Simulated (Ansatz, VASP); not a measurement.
**Two plane-wave programs on Si2W**

INCAR

```
  PREC = Accurate
  ENCUT = 520
  EDIFF = 1E-8
  ISMEAR = -1
  SIGMA = 0.03
  LREAL = F
  LASPH = T
  NELM = 60
  ALGO = Normal
  ISIF = 2
  LWAVE = F
  LCHARG = F
  GGA = PS
  LEFG = T
  NBANDS = 18
```

Contents of KPOINTS:

```
Automatic mesh
0
Gamma
  18 18 18
```

File POSCAR:

```
Si2W
1.0
   -1.6060000000      1.6060000000      3.9400000000
    1.6060000000     -1.6060000000      3.9400000000
    1.6060000000      1.6060000000     -3.9400000000
Si W
2 1
Direct
    0.3330000000      0.3330000000      0.0000000000
    0.6670000000      0.6670000000      0.0000000000
    0.0000000000      0.0000000000      0.0000000000
```

Input for Ansatz:

```yaml
crystal:
  lattice:
    - [-1.606, 1.606, 3.94]
    - [1.606, -1.606, 3.94]
    - [1.606, 1.606, -3.94]
  atoms:
    - { symbol: Si, position: [0.333, 0.333, 0.0] }
    - { symbol: Si, position: [0.667, 0.667, 0.0] }
    - { symbol: W, position: [0.0, 0.0, 0.0] }
kpoints:
  mp_grid: { grid: [18, 18, 18] }
  band_path:
    path:
      - [0.0, 0.0, 0.0]
      - [0.0, 0.0, 0.5]
      - [0.25, 0.25, 0.25]
      - [0.0, 0.5, 0.0]
      - [0.0, 0.0, 0.0]
      - [0.5, 0.5, -0.5]
      - [0.2915373367, 0.7084626633, -0.2915373367]
      - [-0.2915373367, 0.2915373367, 0.2915373367]
      - [0.0, 0.0, 0.0]
    npoints: 14
scf:
  occupations: { method: fermi_dirac, width: 0.03 }
hamiltonian:
  xc: pbesol
  pseudopotentials: { kind: paw }
output:
  forces: true
  stress: true
  eigenvalues: true
  efg: { contact_densities: true }
  populations: true
  bader: true
  dos: { projected: true, de: 0.2, e_range: [-14, 8] }
  write_density: true
  write_potential: true
  elf: true
  volumetric_format: npy
```

Alike in both runs: task electric field gradients; functional PBEsol; k mesh 18 × 18 × 18; occupations fermi-dirac, width 0.03 eV; no spin polarisation.

|  | VASP | Ansatz |
| --- | --- | --- |
| version | VASP 6.6.1 | Ansatz 0.2.0 |
| potentials or method | VASP PAW PBE potentials, release 64 (Si, W_sv) | PAW with Ansatz's default frozen-core files, scalar-relativistic |
| plane-wave cutoff (eV) | 520 | 420 |
| valence electrons in the cell | 22 | 22 |

Ansatz gave:

* pressure (GPa): -3.5
* traceless stress, the component that is largest in VASP (GPa): -1.81
* rms of the force components (eV/Å): 0.131
* size of Vzz on the site where it differs most (V/Å²): 148.0

Task: What did VASP give for the same quantities?

Result: Pressure (GPa): -3.2; traceless stress, the component that is largest in VASP (GPa): -1.84; rms of the force components (eV/Å): 0.129; size of Vzz on the site where it differs most (V/Å²): 126.4.

VASP's potentials were made for PBE, not for PBEsol. Atom by atom the forces differ by 0.002 eV/Å (rms over components).

Spin-orbit coupling is off throughout.
